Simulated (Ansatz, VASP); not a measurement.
**LuGaP2: VASP beside Ansatz**

File INCAR:

```
PREC = Accurate ; ENCUT = 520
EDIFF = 1E-6 ; ISMEAR = -1
SIGMA = 0.02 ; LREAL = False
LASPH = True ; NELM = 150
ALGO = Normal ; ISIF = 2
LWAVE = False ; LCHARG = True
ISPIN = 2 ; MAGMOM = 0 0 0 0
LORBIT = 11 ; GGA = PE
LELF = True ; LVHAR = True
NBANDS = 36
```

File KPOINTS:

```
Automatic mesh
0
Gamma
  6 6 4
```

The input POSCAR:

```
LuGaP2
1.0
    3.7697287898      0.0000000000      0.0000000000
    0.0000000000      3.7697287898      0.0000000000
    0.0000000000      0.0000000000      5.5387272645
Ga P Lu
1 2 1
Direct
    0.0000000000      0.0000000000      0.0000000000
    0.0000000000      0.0000000000      0.5000000000
    0.5000000000      0.5000000000      0.0000000000
    0.5000000000      0.5000000000      0.5000000000
```

Input for Ansatz:

```yaml
crystal:
  lattice:
    - [3.7697287898, 0.0, 0.0]
    - [0.0, 3.7697287898, 0.0]
    - [0.0, 0.0, 5.5387272645]
  atoms:
    - { symbol: Ga, position: [0.0, 0.0, 0.0] }
    - { symbol: P, position: [0.0, 0.0, 0.5] }
    - { symbol: Lu, position: [0.5, 0.5, 0.5] }
    - { symbol: P, position: [0.5, 0.5, 0.0] }
kpoints:
  mp_grid: { grid: [6, 6, 4] }
hamiltonian:
  xc: pbe
scf:
  occupations: { method: fermi_dirac, width: 0.02 }
  n_extra_bands: 5
  max_iter: 59
output:
  forces: true
  stress: true
  eigenvalues: true
magnetization:
  spin_polarized: true
  initial_magnetization: 0.5
```

Alike in both runs: task single point; functional PBE; k mesh 6 × 6 × 4; occupations fermi-dirac, width 0.02 eV; collinear spin.

|  | VASP | Ansatz |
| --- | --- | --- |
| version | VASP 6.6.1 | Ansatz 0.2.0 |
| potentials or method | VASP PAW PBE potentials, release 64 (Ga_d, P, Lu) | plane waves |
| plane-wave cutoff (eV) | 520 | 420 |
| valence electrons in the cell | 48 | 48 |

Ansatz gave:

| Property | Result |
| --- | --- |
| gap on the k mesh at the Fermi level (eV) | none |
| pressure (GPa) | 1.2 |
| net moment per atom (μB) | 0.00 |

**Question.** What did VASP give for the same quantities?

**Answer.** gap on the k mesh at the Fermi level (eV): none; pressure (GPa): 1.4; net moment per atom (μB): 0.00.

A gap of «none» marks a metal or a gap that the smearing closes. With one functional, cell and mesh, what is left measures potentials, basis and numerics. Ansatz's warnings: moment headroom below auto, seeded moment not kept.

Spin-orbit coupling is off throughout.
